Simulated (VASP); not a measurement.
PbSe: single point with PBE

PbSe:

```
Pb Se
1.0
     0.00000    3.42320    3.42320
     3.42320    0.00000    3.42320
     3.42320    3.42320    0.00000
Pb Se
1 1
Cartesian
  0.0000 0.0000 0.0000
  1.7116 1.7116 1.7116
```

```yaml
Program: VASP 6.6.1
Task: single point
Functional: PBE
Potentials_or_basis: VASP PAW PBE potentials, release 64 (Pb_d, Se)
Cutoff: 520 eV
k_mesh: 6 × 6 × 6
Occupations: fermi-dirac, width 0.02 eV
Spin: non-collinear spin, zero start, spin-orbit coupling
Starting_moments: "[[0.0, 0.0, 0.0], [0.0, 0.0, 0.0]] μB"
Dipole_correction: no
Further_INCAR_settings: ALGO = Normal; EDIFF = 1e-06; NBANDS = 32
```

The pressure is 0.7 GPa and the net moment is 0.00 μB per cell. The valence electrons inside the program's atomic spheres are Pb 11.88; Se 3.80.

Moments on the atoms (μB; x, y, z):
```
Pb  0.00 0.00 0.00
Se  0.00 0.00 0.00
```

Wall time 64 s on 1 thread of AMD EPYC 9R45 96-Core Processor (Zen 5), on a shared host, peak memory 0.39 GiB.

Caveat: the structure was generated, so it needn't be the stable form of PbSe.
